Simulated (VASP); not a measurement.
# PbS (P-6m2) in VASP: settings compared, part 2 of 2

VASP 6.6.1.

## Step 5: Single point, revPBE+D4

This run uses another cell than the first one, of 26.31 Å³/atom.

Input file INCAR:

```
SYSTEM = PbS
  ALGO = Normal
  EDIFF = 1E-6
  ENCUT = 520
  GGA = RE
  ISIF = 2
  ISMEAR = -1
  IVDW = 13
  LASPH = .TRUE.
  LCHARG = .TRUE.
  LELF = .TRUE.
  LREAL = .FALSE.
  LVHAR = .TRUE.
  LWAVE = .FALSE.
  NBANDS = 17
  NELM = 80
  PREC = Accurate
  SIGMA = 0.05
```

Input file KPOINTS:

```
k-points
0
G
  8 8 7
  0 0 0
```

Input file POSCAR:

```
PbS
1.0
    4.0091533108      0.0000000000      0.0000000000
   -2.0045766554      3.4720286149      0.0000000000
    0.0000000000      0.0000000000      3.7805690234
Pb S
1 1
Direct
    0.0000000000      0.0000000000      0.0000000000
    0.6666666667      0.3333333333      0.5000000000
```

Command:

```bash
cat potpaw_PBE.64/Pb_d/POTCAR potpaw_PBE.64/S/POTCAR > POTCAR
mpirun -np 1 vasp_std > vasp.out
```

It took 45 s on 1 thread of Intel Xeon 8259CL, shared host; peak memory 0.18 GiB.

Results (log left out):

| Quantity | Value |
| --- | --- |
| Free energy | -9.1072 eV |
| Pressure | -0.1 GPa |
| Band gap on the k mesh | 0.07 eV (least direct gap 1.73 eV) |
| Dispersion energy per atom | -0.602 eV |

Levels at points of the mesh, in eV from the valence-band top:
```tsv
k point	band 6	band 7	band 8	band 9	band 10	band 11	band 12	band 13	band 14	band 15
(0.00, 0.00, 0.00)	-13.38	-6.29	-2.38	-1.67	-1.67	3.69	3.69	5.22	6.80	7.45
(0.50, 0.00, 0.00)	-12.19	-8.48	-2.74	-1.77	-1.30	1.96	3.94	5.40	5.54	11.01
```

Caveat: the PAW data sets were made with another functional, which shifts forces and pressure a little; spin-orbit coupling is left out, which moves the levels of the heavy elements; an odd mesh through Γ misses points on the zone boundary, where band edges can lie.

## Step 6: Single point, PBE

This run uses another cell than the first one, of 27.44 Å³/atom.

Input file INCAR:

```
SYSTEM = PbS
PREC = Accurate
ENCUT = 520
EDIFF = 1E-7
ISMEAR = 0
SIGMA = 0.014
LREAL = .False.
LASPH = .True.
NELM = 100
ALGO = Normal
ISIF = 2
LWAVE = .False.
LCHARG = .True.
GGA = PE
LELF = .True.
LVHAR = .True.
NBANDS = 17
```

Input file KPOINTS:

```
Automatic mesh
0
Gamma
  8 8 7
  0 0 0
```

Input file POSCAR:

```
PbS
1.0
    4.0896976867      0.0000000000      0.0000000000
   -2.0448488433      3.5417820905      0.0000000000
    0.0000000000      0.0000000000      3.7881670000
Pb S
1 1
Direct
    0.0000000000      0.0000000000      0.0000000000
    0.6666666667      0.3333333333      0.5000000000
```

Potentials or basis: VASP PAW PBE potentials, release 64 (Pb_d, S).

Command:

```bash
cat potpaw_PBE.64/Pb_d/POTCAR potpaw_PBE.64/S/POTCAR > POTCAR
mpirun -np 1 vasp_std > vasp.out
```

OUTCAR:

```text
SYSTEM = PbS
   PREC = Accurate
   ENCUT = 520
   EDIFF = 1E-7
   ISMEAR = 0
   LREAL = .False.
   LASPH = .True.
   NELM = 100
   ISIF = 2
   GGA = PE

 ion  position               nearest neighbor table
   1  0.000  0.000  0.000-   2 3.03   2 3.03   2 3.03   2 3.03   2 3.03   2 3.03
   2  0.667  0.333  0.500-   1 3.03   1 3.03   1 3.03   1 3.03   1 3.03   1 3.03

  LATTYP: Found a hexagonal cell.
 ALAT       =     4.0896976867
 C/A-ratio  =     0.9262706660

  Lattice vectors:

 A1 = (   4.0896976867,   0.0000000000,   0.0000000000)
 A2 = (  -2.0448488433,   3.5417820905,   0.0000000000)
 A3 = (   0.0000000000,   0.0000000000,   3.7881670000)

Analysis of symmetry for initial positions (statically):
=====================================================================
 Subroutine PRICEL returns:
 Original cell was already a primitive cell.

 Routine SETGRP: Setting up the symmetry group for a
 hexagonal supercell.

 Subroutine GETGRP returns: Found 12 space group operations
 (whereof 12 operations were pure point group operations)
 out of a pool of 24 trial point group operations.

The static configuration has the point symmetry D_3h.

Analysis of symmetry for dynamics (positions and initial velocities):
=====================================================================
 Subroutine PRICEL returns:
 Original cell was already a primitive cell.

 Routine SETGRP: Setting up the symmetry group for a
 hexagonal supercell.

 Subroutine GETGRP returns: Found 12 space group operations
 (whereof 12 operations were pure point group operations)
 out of a pool of 24 trial point group operations.

The dynamic configuration has the point symmetry D_3h.

 Subroutine INISYM returns: Found 12 space group operations
 (whereof 12 operations are pure point group operations),
 and found     1 'primitive' translations

----------------------------------------------------------------------------------------

[... 109 lines left out ...]
   IALGO  =     38    algorithm
   IMIX   =      4    mixing-type and parameters
     AMIX     =   0.40;   BMIX     =  1.00
     AMIX_MAG =   1.60;   BMIX_MAG =  1.00
  volume/ion in A,a.u.               =      27.44       185.14
  Fermi-wavevector in a.u.,A,eV,Ry     =   1.169421  2.209885 18.606576  1.367545
  Thomas-Fermi vector in A             =   2.305894
   LORBIT       =      0    0 simple, 1 ext, 2 COOP (PROOUT), +10 PAW based schemes
   GGA     = PE    functional components
   LHFCALC =     F    Hartree Fock is set to
   AEXX    =    0.0000 exact exchange contribution
   IVDW    =     0    specifies the selected vdW correction
   LEPSILON=     F    determine dielectric tensor
   LRPA    =     F    only Hartree local field effects (RPA)
 non-spin polarized calculation
 Gauss-broadening in eV      SIGMA  =   0.01
  energy-cutoff  :      520.00
  volume of cell :       54.87
 maximum number of plane-waves:      1502
   NGX = 15   NGY = 15   NGZ = 15

 number of electron      19.9999998 magnetization

 Free energy of the ion-electron system (eV)
  ---------------------------------------------------
  ext. energy  EPLUGINS =         0.00000000
  ---------------------------------------------------
  free energy    TOTEN  =        -8.52283084 eV

  energy without entropy =       -8.52283084  energy(sigma->0) =       -8.52283084

 E-fermi :   5.2274     XC(G=0):  -9.4358

 val. band max:        5.0979355809   @ k =   0.3750   0.2500   0.0000
 cond. band min:       5.3076761618   @ k =   0.3750   0.2500   0.4286
 fundamental gap:      0.2097405808
 Fermi energy:         5.2273961678

 k-point     1 :       0.0000    0.0000    0.0000
  band No.  band energies     occupation
      1     -11.7112      2.00000
      2     -11.6943      2.00000
      3     -11.6943      2.00000
      4     -11.5910      2.00000
      5     -11.5910      2.00000
      6      -7.9617      2.00000
[... 457 lines left out ...]
      4     -11.6269      2.00000
      5     -11.6045      2.00000
      6      -6.6674      2.00000
[... 9 lines left out ...]
     16      15.5909      0.00000
     17      17.2415      0.00000

 [... further k-points ...]

------------------------ aborting loop because EDIFF is reached ----------------------------------------

  FORCE on cell =-STRESS in cart. coord.  units (eV):
  Direction    XX          YY          ZZ          XY          YZ          ZX
  --------------------------------------------------------------------------------------
  -------------------------------------------------------------------------------------
  Total        0.0042525      0.0042525     -0.0064162      0.0000000      0.0000000     -0.0000000
  in kB        0.1241687      0.1241687     -0.1873461      0.0000000      0.0000000     -0.0000000
  external PRESSURE =       0.0203304 kB  Pullay stress =       0.0000000 kB

 VOLUME and BASIS-vectors are now :
 -----------------------------------------------------------------------------
  energy-cutoff  :      520.00
  volume of cell :       54.87
      direct lattice vectors                 reciprocal lattice vectors
     4.089697687  0.000000000  0.000000000     0.244516851  0.141171870  0.000000000
    -2.044848843  3.541782090  0.000000000     0.000000000  0.282343740  0.000000000
     0.000000000  0.000000000  3.788167000     0.000000000  0.000000000  0.263979914

 POSITION                                       TOTAL-FORCE (eV/Angst)
 -----------------------------------------------------------------------------------
      0.00000      0.00000      0.00000         0.000000      0.000000      0.000000
      2.04485      1.18059      1.89408        -0.000000      0.000000      0.000000
 -----------------------------------------------------------------------------------
    total drift:                               -0.000000      0.000000      0.000000

  FREE ENERGIE OF THE ION-ELECTRON SYSTEM (eV)
  ---------------------------------------------------
  free  energy   TOTEN  =        -8.5228308444 eV

  energy  without entropy=       -8.5228308444  energy(sigma->0) =       -8.52283084
```

OSZICAR:

```text
N       E                     dE             d eps       ncg     rms          rms(c)
DAV:   1     0.161207595662E+03    0.16121E+03   -0.96818E+03  1360   0.122E+03
DAV:   2     0.375017218155E+01   -0.15746E+03   -0.15125E+03  1442   0.316E+02
DAV:   3    -0.882074620867E+01   -0.12571E+02   -0.12479E+02  1751   0.939E+01
DAV:   4    -0.913644577889E+01   -0.31570E+00   -0.31541E+00  1790   0.166E+01
DAV:   5    -0.914793064507E+01   -0.11485E-01   -0.11484E-01  1962   0.305E+00    0.446E+00
DAV:   6    -0.852884419202E+01    0.61909E+00   -0.17233E+00  2092   0.870E+00    0.323E+00
DAV:   7    -0.852282926410E+01    0.60149E-02   -0.16175E-01  1628   0.201E+00    0.183E+00
DAV:   8    -0.852299717922E+01   -0.16792E-03   -0.19097E-02  1625   0.139E+00    0.236E-01
DAV:   9    -0.852256324104E+01    0.43394E-03   -0.47491E-03  2172   0.515E-01    0.119E-01
DAV:  10    -0.852281572096E+01   -0.25248E-03   -0.52776E-04  1547   0.130E-01    0.635E-02
DAV:  11    -0.852282881127E+01   -0.13090E-04   -0.61040E-05  1923   0.792E-02    0.168E-02
DAV:  12    -0.852283090958E+01   -0.20983E-05   -0.54572E-06  1683   0.275E-02    0.344E-03
DAV:  13    -0.852283084442E+01    0.65165E-07   -0.47629E-07  1751   0.540E-03
   1 F= -.85228308E+01 E0= -.85228308E+01  d E =-.110911E-17
```

stdout:

```text
POSCAR found type information on POSCAR PbS
 POSCAR found :  2 types and       2 ions
 scaLAPACK will be used
 LDA part: xc-table for (Slater+PW92), standard interpolation
 POSCAR, INCAR and KPOINTS ok, starting setup
 FFT: planning ... GRIDC
 FFT: planning ... GRID_SOFT
 FFT: planning ... GRID
 WAVECAR not read
 entering main loop
```

Run time: 37 s. Hardware: 1 thread of Intel Xeon 8259CL, shared host; peak memory 0.19 GiB.

Results:

| Quantity | Value |
| --- | --- |
| Free energy | -8.5228 eV |
| Pressure | 0.0 GPa |
| Band gap on the k mesh | 0.21 eV (least direct gap 1.65 eV) |

Caveat: spin-orbit coupling is left out, which moves the levels of the heavy elements; an odd mesh through Γ misses points on the zone boundary, where band edges can lie.

## Step 7: The runs side by side

```tsv
level	cell	k mesh	smearing	grid for exact exchange (PRECFOCK)	share of exact exchange	gap on the mesh (eV)	pressure (GPa)
B3LYP	a = 4.138, b = 4.138, c = 3.833 Å, angles 90.0, 90.0, 120.0°, 2 atoms	4 × 4 × 4	fermi-dirac 0.05 eV	Normal	0.2	1.32	-0.1
revPBE+D3(BJ)	a = 3.986, b = 3.986, c = 3.773 Å, angles 90.0, 90.0, 120.0°, 2 atoms	8 × 8 × 7	fermi-dirac 0.05 eV	-	-	-	-0.1
RPBE+D4	a = 4.012, b = 4.012, c = 3.781 Å, angles 90.0, 90.0, 120.0°, 2 atoms	8 × 8 × 7	fermi-dirac 0.05 eV	-	-	0.10	-0.1
revPBE+D4	a = 4.009, b = 4.009, c = 3.781 Å, angles 90.0, 90.0, 120.0°, 2 atoms	8 × 8 × 7	fermi-dirac 0.05 eV	-	-	0.07	-0.1
PBE	a = 4.090, b = 4.090, c = 3.788 Å, angles 90.0, 90.0, 120.0°, 2 atoms	8 × 8 × 7	gaussian 0.014 eV	-	-	0.21	0.0
```

Alike in all rows: task single point; potentials or basis VASP PAW PBE potentials, release 64 (Pb_d, S); no spin polarisation; cutoff (eV) 520.

Caveats: some runs use coarse meshes; spin-orbit coupling is left out, which moves the levels of the heavy elements; the PAW data sets were made with another functional, which shifts forces and pressure a little (at least some runs); an odd mesh through Γ misses points on the zone boundary, where band edges can lie (at least some runs).

Absolute energies hang on the potentials; compare differences alone.
